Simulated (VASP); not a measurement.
Input of a VASP 6.6.1 run:

Contents of INCAR:

```
ALGO = Normal ; EDIFF = 1E-6
ENCUT = 500 ; GGA = PE
GGA_COMPAT = F ; ISIF = 2
ISMEAR = 0 ; LASPH = T
LCHARG = F ; LREAL = F
LWAVE = F ; NBANDS = 16
NELM = 120 ; PREC = Accurate
SIGMA = 0.01
```

The input KPOINTS:

```
k-points
0
Gamma
  6 6 6
```

File POSCAR:

```
GaP
1.0
    0.0000000000      2.7255000000      2.7255000000
    2.7255000000      0.0000000000      2.7255000000
    2.7255000000      2.7255000000      0.0000000000
Ga P
1 1
Direct
    0.0000000000      0.0000000000      0.0000000000
    0.2500000000      0.2500000000      0.2500000000
```

Potentials or basis: VASP PAW PBE potentials, release 64 (Ga_d, P).

Command:

```bash
$ cat potpaw_PBE.64/Ga_d/POTCAR potpaw_PBE.64/P/POTCAR > POTCAR
$ mpirun -np 1 vasp_std > vasp.out
```

Problem. Predict the pressure.

Solution. 2.4 GPa.

Problem. Estimate the band gap on the k mesh.

Solution. 1.65 eV, indirect (least direct gap 1.82 eV).

A k mesh can miss the band edges. A hybrid or GW would open this gap; PBE tends to underestimate it.
